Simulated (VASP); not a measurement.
# CoO in VASP: further runs

Aim: see how the results for CoO move with the level of theory and the settings. Levels: PBE+D3(BJ), PBE. Tasks: relaxation of cell and atoms, single point.

Everything below comes from runs of VASP 6.6.1. Logs are shortened: lines on timing, memory, paths and dates and some standing lists are left out, and cuts for length are marked.

## 1. The cell of the first run

The structure is hexagonal, space group P-6m2 (No. 187). The conventional cell has a = 2.856 Å, b = 2.856 Å, c = 2.788 Å, α = 90.00°, β = 90.00°, γ = 120.00°. Within 2.9 Å of Co (site symmetry -6m2) lie 6 O at 2.16 Å and 8 Co at 2.79 to 2.86 Å. Within 2.9 Å of O (site symmetry -6m2) lie 6 Co at 2.16 Å and 8 O at 2.79 to 2.86 Å.

## 2. Relaxation of cell and atoms, PBE+D3(BJ), collinear spin, ferromagnetic start

File INCAR:

```
PREC = Accurate
ENCUT = 600
EDIFF = 1E-6
ISMEAR = -1
SIGMA = 0.05
LREAL = F
LASPH = T
NELM = 150
ALGO = Normal
ISIF = 3
LWAVE = F
LCHARG = F
ISPIN = 2
MAGMOM = 2 0
LORBIT = 11
LMAXMIX = 4
GGA = PE
IVDW = 12
IBRION = 2
NSW = 60
EDIFFG = -0.01
```

File KPOINTS:

```
Automatic mesh
0
Gamma
  11 11 10
```

File POSCAR:

```
CoO
1.0
    2.8562992300      0.0000000000      0.0000000000
   -1.4281496100      2.4736276900      0.0000000000
    0.0000000000      0.0000000000      2.7876065300
Co O
1 1
Direct
    0.0000000000      0.0000000000      0.0000000000
    0.6666666667      0.3333333333      0.5000000000
```

Potentials or basis: VASP PAW PBE potentials, release 64 (Co, O).

Launch:

```
$ cat potpaw_PBE.64/Co/POTCAR potpaw_PBE.64/O/POTCAR > POTCAR
$ mpirun -np 1 vasp_std > vasp.out
```

OUTCAR:

```text
PREC = Accurate
   ENCUT = 600
   EDIFF = 1E-6
   ISMEAR = -1
   LREAL = F
   LASPH = T
   NELM = 150
   ISIF = 3
   ISPIN = 2
   LORBIT = 11
   GGA = PE
   IVDW = 12
   IBRION = 2
   NSW = 60
   EDIFFG = -0.01
 IVDW          = 12

 ion  position               nearest neighbor table
   1  0.000  0.000  0.000-   2 2.16   2 2.16   2 2.16   2 2.16   2 2.16   2 2.16
   2  0.667  0.333  0.500-   1 2.16   1 2.16   1 2.16   1 2.16   1 2.16   1 2.16

  LATTYP: Found a hexagonal cell.
 ALAT       =     2.8562992300
 C/A-ratio  =     0.9759504539

  Lattice vectors:

 A1 = (   2.8562992300,   0.0000000000,   0.0000000000)
 A2 = (  -1.4281496100,   2.4736276900,   0.0000000000)
 A3 = (   0.0000000000,   0.0000000000,   2.7876065300)

Analysis of symmetry for initial positions (statically):
=====================================================================
 Subroutine PRICEL returns:
 Original cell was already a primitive cell.

 Routine SETGRP: Setting up the symmetry group for a
 hexagonal supercell.

 Subroutine GETGRP returns: Found 12 space group operations
 (whereof 12 operations were pure point group operations)
 out of a pool of 24 trial point group operations.

The static configuration has the point symmetry D_3h.

Analysis of symmetry for dynamics (positions and initial velocities):
=====================================================================
 Subroutine PRICEL returns:
 Original cell was already a primitive cell.

 Routine SETGRP: Setting up the symmetry group for a
 hexagonal supercell.

 Subroutine GETGRP returns: Found 12 space group operations
 (whereof 12 operations were pure point group operations)
 out of a pool of 24 trial point group operations.

The dynamic configuration has the point symmetry D_3h.

Analysis of structural, dynamic, and magnetic symmetry:
=====================================================================
 Subroutine PRICEL returns:
 Original cell was already a primitive cell.

 Routine SETGRP: Setting up the symmetry group for a
 hexagonal supercell.

 Subroutine GETGRP returns: Found 12 space group operations
 (whereof 12 operations were pure point group operations)
 out of a pool of 24 trial point group operations.

The overall configuration has the point symmetry D_3h.

 Subroutine INISYM returns: Found 12 space group operations
 (whereof 12 operations are pure point group operations),
 and found     1 'primitive' translations

----------------------------------------------------------------------------------------

                                     Primitive cell

  volume of cell :      19.6956

  direct lattice vectors                    reciprocal lattice vectors
     2.856299230  0.000000000  0.000000000     0.350103375  0.202132277  0.000000000
    -1.428149610  2.473627690  0.000000000     0.000000000  0.404264556  0.000000000
     0.000000000  0.000000000  2.787606530     0.000000000  0.000000000  0.358730685

  length of vectors
     2.856299230  2.856299224  2.787606530     0.404264555  0.404264556  0.358730685

  position of ions in fractional coordinates (direct lattice)
     0.000000000  0.000000000  0.000000000
     0.666666667  0.333333333  0.500000000

  ion indices of the primitive-cell ions
   primitive index   ion index
                 1           1
                 2           2

----------------------------------------------------------------------------------------

 KPOINTS: Automatic mesh

Automatic generation of k-mesh.
 Grid dimensions read from file:
 generate k-points for:   11   11   10

 Generating k-lattice:

  Cartesian coordinates                     Fractional coordinates (reciprocal lattice)
     0.031827580  0.018375662  0.000000000     0.090909091  0.000000000  0.000000000
     0.000000000  0.036751323  0.000000000     0.000000000  0.090909091  0.000000000
     0.000000000  0.000000000  0.035873068     0.000000000  0.000000000  0.100000000

  Length of vectors
     0.036751323  0.036751323  0.035873068

  Shift w.r.t. Gamma in fractional coordinates (k-lattice)
[... 52 lines left out ...]
  Total      -0.61375    -0.61375    -1.15175    -0.00000     0.00000     0.00000
  in kB     -49.92685   -49.92685   -93.69125    -0.00000     0.00000     0.00000
  external pressure =      -64.51 kB  Pullay stress =        0.00 kB
[... 261 lines left out ...]
  energy  without entropy=      -13.3783101433  energy(sigma->0) =      -13.39146218

--------------------------------------- Ionic step        8  -------------------------------------------

 number of electron      14.9999997 magnetization       2.9996910

 Free energy of the ion-electron system (eV)
  ---------------------------------------------------
  ext. energy  EPLUGINS =         0.00000000
  ---------------------------------------------------
  free energy    TOTEN  =       -12.93716801 eV

  energy without entropy =      -12.91095782  energy(sigma->0) =      -12.92406292

 E-fermi :   8.5727     XC(G=0): -12.7202

 val. band max:        8.5706675726   @ k =   0.1818   0.1818   0.0000
 cond. band min:       8.5745029402   @ k =   0.2727   0.0000   0.0000
 fundamental gap:      0.0038353676
 Fermi energy:         8.5727229280

 spin component 1

 k-point     1 :       0.0000    0.0000    0.0000
  band No.  band energies     occupation
      1     -12.1753      1.00000
      2       3.4874      1.00000
      3       3.4874      1.00000
      4       4.0793      1.00000
      5       4.7693      1.00000
      6       5.6504      1.00000
      7       5.6504      1.00000
      8       7.5611      1.00000
      9       7.5611      1.00000
     10       9.4113      0.00000
     11      23.3225      0.00000
     12      25.0005      0.00000
[... 331 lines left out ...]
 k-point    24 :       0.1818    0.0909    0.1000
  band No.  band energies     occupation
      1     -11.5469      1.00000
      2       1.9668      1.00000
      3       3.2201      1.00000
      4       3.7280      1.00000
      5       4.6068      1.00000
      6       5.5159      1.00000
      7       6.4510      1.00000
      8       6.8997      1.00000
      9       7.2433      1.00000
     10      12.3257      0.00000
     11      20.8546      0.00000
     12      23.3595      0.00000

 [... further k-points ...]

 spin component 2

 k-point     1 :       0.0000    0.0000    0.0000
  band No.  band energies     occupation
      1     -11.5184      1.00000
      2       4.8001      1.00000
      3       4.8001      1.00000
      4       5.4611      1.00000
      5       5.8205      1.00000
      6       8.8133      0.00807
      7       8.8133      0.00807
      8       9.4039      0.00000
      9       9.4039      0.00000
     10      10.0221      0.00000
     11      23.7501      0.00000
     12      25.5940      0.00000
[... 331 lines left out ...]
 k-point    24 :       0.1818    0.0909    0.1000
  band No.  band energies     occupation
      1     -10.8579      1.00000
      2       2.8360      1.00000
      3       4.3781      1.00000
      4       4.8568      1.00000
      5       6.5242      1.00000
      6       8.3865      0.97646
      7       8.7596      0.02326
      8       9.2292      0.00000
      9       9.5627      0.00000
     10      13.0335      0.00000
     11      21.5320      0.00000
     12      23.8552      0.00000

 [... further k-points ...]

------------------------ aborting loop because EDIFF is reached ----------------------------------------

 Edisp (eV)   -0.46752

 E8    (eV) :    -0.1786

  FORCE on cell =-STRESS in cart. coord.  units (eV):
  Direction    XX          YY          ZZ          XY          YZ          ZX
  --------------------------------------------------------------------------------------
  -------------------------------------------------------------------------------------
  Total       0.00364     0.00364     0.00610     0.00000     0.00000     0.00000
  in kB       0.31691     0.31691     0.53164     0.00000     0.00000     0.00000
  external pressure =        0.39 kB  Pullay stress =        0.00 kB
[... 17 lines left out ...]
  FREE ENERGIE OF THE ION-ELECTRON SYSTEM (eV)
  ---------------------------------------------------
  free  energy   TOTEN  =       -13.4046865575 eV

  energy  without entropy=      -13.3784763717  energy(sigma->0) =      -13.39158146

 reached required accuracy - stopping structural energy minimisation

 total charge

# of ion       s       p       d       tot
------------------------------------------
    1        0.316   0.412   7.162   7.890
    2        1.560   3.418   0.000   4.978
--------------------------------------------------
tot          1.876   3.830   7.162  12.868

 magnetization (x)

# of ion       s       p       d       tot
------------------------------------------
    1        0.006   0.007   2.528   2.541
    2        0.027   0.385   0.000   0.413
--------------------------------------------------
tot          0.033   0.393   2.528   2.954
```

Wall time 2.6 min (1 thread of Intel Xeon Platinum 8488C (Sapphire Rapids), shared host); peak memory 0.21 GiB.

Results:

```yaml
Free_energy: -13.4047 eV
Relaxed_volume: 9.19 Å³/atom
Relaxed_cell: a = 2.800 Å, b = 2.800 Å, c = 2.708 Å, α = 90.00°, β = 90.00°, γ = 120.00°
Space_group_after_relaxing_to_0.1_Å: P-6m2 (No. 187)
Energy_gained_by_relaxing: 26.2 meV/atom
Ionic_steps: 8
Pressure_after_relaxing: 0.0 GPa
Band_gap_on_the_k_mesh: zero (filled and empty bands overlap)
Net_moment: 3.00 μB per cell
Site_moments: Co +2.54; O +0.41 μB
Valence_electrons_inside_the_program's_atomic_spheres: Co 7.89; O 4.98
Dispersion_energy_per_atom: -0.234 eV
```

The path:
| step | energy change (eV) | largest force (eV/Å) | pressure (GPa) | volume (Å³) |
| --- | --- | --- | --- | --- |
| 1 | 0.0000 | 0.0000 | -6.45 | 19.70 |
| 2 | -0.0512 | 0.0000 | -1.84 | 18.59 |
| 3 | -0.0518 | 0.0000 | -1.02 | 18.51 |
| 4 | -0.0518 | 0.0000 | 0.75 | 18.35 |
| 5 | -0.0521 | 0.0000 | -0.09 | 18.43 |
| 6 | -0.0520 | 0.0000 | -0.37 | 18.45 |
| 7 | -0.0522 | 0.0000 | -0.17 | 18.42 |
| 8 | -0.0523 | 0.0000 | 0.04 | 18.39 |

Final structure:
```yaml
crystal:
  lattice:
    - [2.80005, 0.00000, 0.00000]
    - [-1.40003, 2.42492, 0.00000]
    - [0.00000, 0.00000, 2.70839]
  atoms:
    - { symbol: Co, position: [0.00000, 0.00000, 0.00000] }
    - { symbol: O, position: [0.66667, 0.33333, 0.50000] }
```

Levels at points of the mesh, in eV from the Fermi level:
Spin up:
```
           k point  band 7  band 8  band 9  band 10  band 11  band 12
(0.00, 0.00, 0.00)   -2.92   -1.01   -1.01     0.84    14.75    16.43
(0.00, 0.00, 0.50)   -2.24   -1.25   -1.25     6.97     7.10    21.90
```
Spin down:
```tsv
k point	band 3	band 4	band 5	band 6	band 7	band 8	band 9	band 10
(0.00, 0.00, 0.00)	-3.77	-3.11	-2.75	0.24	0.24	0.83	0.83	1.45
(0.00, 0.00, 0.50)	-3.11	-3.11	-1.04	-1.04	-0.13	0.95	0.95	7.57
```

Caveat: a cell with one magnetic atom can't hold antiferromagnetic order, which such compounds often take; semilocal functionals often make such compounds metallic where correlation or magnetic order opens a gap, which also shifts bond lengths. With open d or f shells a metallic result of PBE can be an artefact of self-interaction; +U or a hybrid may open a gap.

## 3. Single point, PBE, collinear spin, ferromagnetic start

File INCAR:

```
SYSTEM = CoO
  PREC = Accurate
  ENCUT = 600
  EDIFF = 1E-6
  ISMEAR = -1
  SIGMA = 0.05
  LREAL = .FALSE.
  LASPH = .TRUE.
  NELM = 200
  ALGO = Normal
  ISIF = 2
  LWAVE = .FALSE.
  LCHARG = .FALSE.
  ISPIN = 2
  MAGMOM = 2 0
  LORBIT = 11
  LMAXMIX = 4
  GGA = PE
  NBANDS = 22
  GGA_COMPAT = .FALSE.
```

File KPOINTS:

```
regular mesh
0
G
  11 11 10
  0 0 0
```

POSCAR is that of step 2.

Potentials or basis: VASP PAW PBE potentials, release 64 (Co_sv, O).

Launch:

```
$ cat potpaw_PBE.64/Co_sv/POTCAR potpaw_PBE.64/O/POTCAR > POTCAR
$ mpirun -np 1 vasp_std > vasp.out
```

Run time: 2.2 min. Hardware: 1 thread of Intel Xeon Platinum 8259CL at 2.50GHz (Skylake/Cascade Lake), shared host; peak memory 0.2 GiB.

It converged, with:

| Property | Result |
| --- | --- |
| Free energy | -12.9942 eV |
| Pressure | -10.1 GPa |
| Band gap on the k mesh | zero (filled and empty bands overlap) |
| Net moment | 3.00 μB per cell |
| Site moments | Co +2.53; O +0.39 μB |
| Valence electrons inside the program's atomic spheres | Co 14.85; O 4.95 |

Stress tensor (GPa, compression positive):
```
 -8.53   0.00   0.00
  0.00  -8.53   0.00
  0.00   0.00 -13.10
```

Levels at points of the mesh, in eV from the Fermi level:
Spin up:
```
           k point  band 9  band 10  band 11  band 12  band 13  band 14  band 15  band 16  band 17  band 18
(0.00, 0.00, 0.00)   -3.60    -2.96    -2.96    -1.04    -1.04     0.44    14.30    15.95    15.95    17.87
(0.00, 0.00, 0.50)   -3.24    -3.24    -2.20    -1.25    -1.25     6.45     6.69    20.81    20.81    21.22
```
Spin down:
| k point | band 6 | band 7 | band 8 | band 9 | band 10 | band 11 | band 12 | band 13 | band 14 | band 15 |
| --- | --- | --- | --- | --- | --- | --- | --- | --- | --- | --- |
| (0.00, 0.00, 0.00) | -3.41 | -3.41 | -2.96 | -2.57 | 0.35 | 0.35 | 0.75 | 0.75 | 1.05 | 14.69 |
| (0.00, 0.00, 0.50) | -7.98 | -2.78 | -2.78 | -0.93 | -0.93 | -0.22 | 0.99 | 0.99 | 7.12 | 7.13 |

Caveat: the cell stands under tension; a cell with one magnetic atom can't hold antiferromagnetic order, which such compounds often take; semilocal functionals often make such compounds metallic where correlation or magnetic order opens a gap, which also shifts bond lengths.

## 4. Single point, PBE, collinear spin, ferromagnetic start (atoms moved at random)

File INCAR:

```
PREC = Accurate
ENCUT = 520
EDIFF = 1E-6
ISMEAR = -1
SIGMA = 0.05
LREAL = False
LASPH = True
NELM = 150
ALGO = Normal
ISIF = 2
LWAVE = False
LCHARG = False
ISPIN = 2
MAGMOM = 2 0
LORBIT = 11
LMAXMIX = 4
GGA = PE
NBANDS = 18
```

File KPOINTS:

```
Automatic mesh
0
Gamma
  11 11 10
```

File POSCAR:

```
CoO
1.0
    2.8562992300      0.0000000000      0.0000000000
   -1.4281496100      2.4736276900      0.0000000000
    0.0000000000      0.0000000000      2.7876065300
Co O
1 1
Direct
    0.0117820000      0.0045690000     -0.0189760000
    0.6454250000      0.3278740000      0.5075580000
```

Potentials or basis: VASP PAW PBE potentials, release 64 (Co, O).

Launch:

```
$ cat potpaw_PBE.64/Co/POTCAR potpaw_PBE.64/O/POTCAR > POTCAR
$ mpirun -np 1 vasp_std > vasp.out
```

Run time: 2.8 min. Hardware: 1 thread of Intel Xeon 6975P-C (Granite Rapids), shared host; peak memory 0.42 GiB.

The run converged. Its results:

* Free energy: -12.9026 eV
* Pressure: -7.3 GPa
* Largest force: 0.219 eV/Å
* Band gap on the k mesh: zero (filled and empty bands overlap)
* Net moment: 3.00 μB per cell
* Site moments: Co +2.55; O +0.40 μB
* Valence electrons inside the program's atomic spheres: Co 7.79; O 4.95

Forces on the atoms (eV/Å):
```
Co  -0.186 -0.059  0.101
O    0.186  0.059 -0.101
```

Stress tensor (GPa, compression positive):
```
 -5.66   0.01  -0.80
  0.01  -5.75  -0.32
 -0.80  -0.32 -10.53
```

Levels at points of the mesh, in eV from the Fermi level:
Spin up:
| k point | band 5 | band 6 | band 7 | band 8 | band 9 | band 10 | band 11 | band 12 | band 13 | band 14 |
| --- | --- | --- | --- | --- | --- | --- | --- | --- | --- | --- |
| (0.00, 0.00, 0.00) | -3.45 | -2.89 | -2.84 | -1.10 | -0.93 | 0.53 | 14.29 | 15.83 | 16.34 | 18.09 |
| (0.00, 0.00, 0.50) | -3.31 | -3.10 | -2.20 | -1.52 | -0.87 | 6.46 | 6.82 | 20.75 | 21.10 | 21.17 |
Spin down:
```csv
k point,band 2,band 3,band 4,band 5,band 6,band 7,band 8,band 9,band 10,band 11
"(0.00, 0.00, 0.00)",-3.43,-3.36,-3.12,-2.25,0.18,0.30,0.61,1.02,1.23,14.68
"(0.00, 0.00, 0.50)",-7.89,-3.10,-2.45,-1.03,-0.80,-0.17,0.65,1.35,7.13,7.29
```

Caveat: the cell differs from its parent crystal (atoms moved at random); the cell stands under tension; a cell with one magnetic atom can't hold antiferromagnetic order, which such compounds often take; semilocal functionals often make such compounds metallic where correlation or magnetic order opens a gap, which also shifts bond lengths.

## 5. Single point, PBE

File INCAR:

```
SYSTEM = CoO
PREC = Accurate ; ENCUT = 520
EDIFF = 1E-6 ; ISMEAR = -1
SIGMA = 0.05 ; LREAL = .False.
LASPH = .True. ; NELM = 60
ALGO = Normal ; ISIF = 2
LWAVE = .False. ; LCHARG = .True.
GGA = PE ; LELF = .True.
LVHAR = .True. ; NBANDS = 14
```

File KPOINTS:

```
Automatic mesh
0
Gamma
  11 11 10
  0 0 0
```

File POSCAR:

```
CoO
1.0
    2.8562992300      0.0000000000      0.0000000000
   -1.4281496100      2.4736276900      0.0000000000
    0.0000000000      0.0000000000      2.7876065300
Co O
1 1
Direct
    0.0000000000      0.0000000000      0.0000000000
    0.6666666667      0.3333333333      0.5000000000
```

Launch:

```
$ cat potpaw_PBE.64/Co/POTCAR potpaw_PBE.64/O/POTCAR > POTCAR
$ mpirun -np 1 vasp_std > vasp.out
```

Wall time 43 s (1 thread of Intel Xeon 8259CL, shared host); peak memory 0.16 GiB.

Results (log left out):

```
Free energy            : -12.2848 eV
Pressure               : -19.2 GPa
Band gap on the k mesh : zero (an odd number of electrons rules out a gap without spin polarisation)
```

Stress tensor (GPa, compression positive):
```
-17.32   0.00   0.00
  0.00 -17.32   0.00
  0.00   0.00 -22.87
```

Levels at points of the mesh, in eV from the Fermi level:
```
           k point  band 6  band 7  band 8  band 9  band 10  band 11
(0.00, 0.00, 0.00)   -0.51   -0.51    0.20    0.20     1.04    14.92
(0.00, 0.00, 0.50)   -1.26   -0.43    0.13    0.13     6.93     7.14
```

Caveat: the cell stands under tension; an odd number of electrons without spin polarisation forces a metal; a magnetic or distorted state may lie lower; the run has no spin polarisation, though such a crystal can be magnetic; semilocal functionals often make such compounds metallic where correlation or magnetic order opens a gap, which also shifts bond lengths. Spin polarisation is off, so any magnetic state and its effect on volume and gap are missing.

## 6. Summary

| task | level | potentials or basis | spin | cell | cutoff (eV) | gap on the mesh (eV) | pressure (GPa) | moment (μB) |
| --- | --- | --- | --- | --- | --- | --- | --- | --- |
| relaxation of cell and atoms | PBE+D3(BJ) | VASP PAW PBE potentials, release 64 (Co, O) | collinear, ferromagnetic start | relaxed, atomic positions A | 600 | none | 0.0 | 3.00 |
| single point | PBE | VASP PAW PBE potentials, release 64 (Co_sv, O) | collinear, ferromagnetic start | as given, atomic positions A | 600 | none | -10.1 | 3.00 |
| single point | PBE | VASP PAW PBE potentials, release 64 (Co, O) | collinear, ferromagnetic start | as given, atomic positions B | 520 | none | -7.3 | 3.00 |
| single point | PBE | VASP PAW PBE potentials, release 64 (Co, O) | off | as given, atomic positions A | 520 | none | -19.2 | - |

Alike in all rows: k mesh 11 × 11 × 10; smearing fermi-dirac 0.05 eV.

Caveats: semilocal functionals often make such compounds metallic where correlation or magnetic order opens a gap, which also shifts bond lengths; a cell with one magnetic atom can't hold antiferromagnetic order, which such compounds often take (at least some runs); the cell stands under tension (at least some runs); an odd number of electrons without spin polarisation forces a metal (at least some runs); a magnetic or distorted state may lie lower (at least some runs).

Total energies depend on the potentials used, so only differences within one code and one set of settings carry meaning.
